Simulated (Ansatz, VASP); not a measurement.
One calculation of TaS2, two programs

```
Ta S
1.0
     3.35000    0.00000    0.00000
    -1.67500    2.90119    0.00000
     0.00000    0.00000    5.68420
Ta S
1 2
Direct
  0.00000 0.00000 0.00000
  0.33333 0.66667 0.25000
  0.66667 0.33333 0.75000
```

Change from the starting cell: zz strain of -3 %, PAW files.

Alike in both runs: task electric field gradients; functional LDA; k mesh 9 × 9 × 5; occupations fermi-dirac, width 0.03 eV; no spin polarisation.

```csv
,VASP,Ansatz
version,VASP 6.6.1,Ansatz 0.2.0
potentials or method,"VASP PAW LDA potentials, release 64 (Ta_pv, S)","PAW with Ansatz's default frozen-core files, scalar-relativistic"
plane-wave cutoff (eV),400,420
valence electrons in the cell,23,25
```

|  | VASP | Ansatz | Ansatz less VASP |
| --- | --- | --- | --- |
| pressure (GPa) | 6.4 | 6.1 | -0.36 |
| traceless stress, the component that is largest in VASP (GPa) | 5.29 | 5.27 | -0.023 |
| rms of the force components (eV/Å) | 0.736 | 0.711 | -0.0251 |
| size of Vzz on the site where it differs most (V/Å²) | 147.4 | 180.1 | +32.73 |

LDA's correlation is that of Perdew and Zunger in VASP and of Perdew and Wang (1992) in Ansatz. Atom by atom the forces differ by 0.025 eV/Å (rms over components). VASP's potentials hold 23 valence electrons a cell and Ansatz's 25, so a difference there can come from the potentials and not from the codes.

Neither program's run includes spin-orbit coupling.
